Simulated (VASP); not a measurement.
A run of VASP 6.6.1 is set up as follows.

Contents of POSCAR:

```
GaFe3
1.0
    0.0000000000      2.8915940000      2.8915940000
    2.8915940000      0.0000000000      2.8915940000
    2.8915940000      2.8915940000      0.0000000000
Ga Fe
1 3
Direct
    0.0000000000      0.0000000000      0.0000000000
    0.5000000000      0.5000000000      0.5000000000
    0.7500000000      0.7500000000      0.7500000000
    0.2500000000      0.2500000000      0.2500000000
```

INCAR.step1

```
PREC = Accurate
ENCUT = 520
ISMEAR = -1
SIGMA = 0.03
LREAL = False
LASPH = True
NELM = 150
ISPIN = 2
MAGMOM = 0 3 3 3
LMAXMIX = 4
NBANDS = 30
GGA = PE
ALGO = Normal
EDIFF = 1E-4
LWAVE = True
LCHARG = False
```

INCAR.step2

```
PREC = Accurate
ENCUT = 520
EDIFF = 1E-6
ISMEAR = -1
SIGMA = 0.03
LREAL = False
LASPH = True
NELM = 150
ALGO = Normal
ISIF = 2
LWAVE = False
LCHARG = False
ISPIN = 2
MAGMOM = 0 3 3 3
LORBIT = 11
LMAXMIX = 4
METAGGA = R2SCAN
LMIXTAU = True
NBANDS = 30
ISTART = 1
```

KPOINTS

```
regular mesh
0
Gamma
  8 8 8
```

Potentials or basis: VASP PAW PBE potentials, release 64 (Ga_d, Fe).

Run with:

```sh
$ cat potpaw_PBE.64/Ga_d/POTCAR potpaw_PBE.64/Fe/POTCAR > POTCAR
$ cp INCAR.step1 INCAR
$ mpirun -np 1 vasp_std > vasp.out
$ cp INCAR.step2 INCAR
$ mpirun -np 1 vasp_std > vasp.out
```

Problem. Predict the pressure.

Solution. 1.0 GPa.

Problem. What does it give for the net moment?

Solution. 7.67 μB per cell.

Problem. Estimate the site moments.

Solution. Ga -0.13; Fe +2.61, +2.67 (each value once) μB.

Caveat: the PAW data sets were made with another functional, which shifts forces and pressure a little.
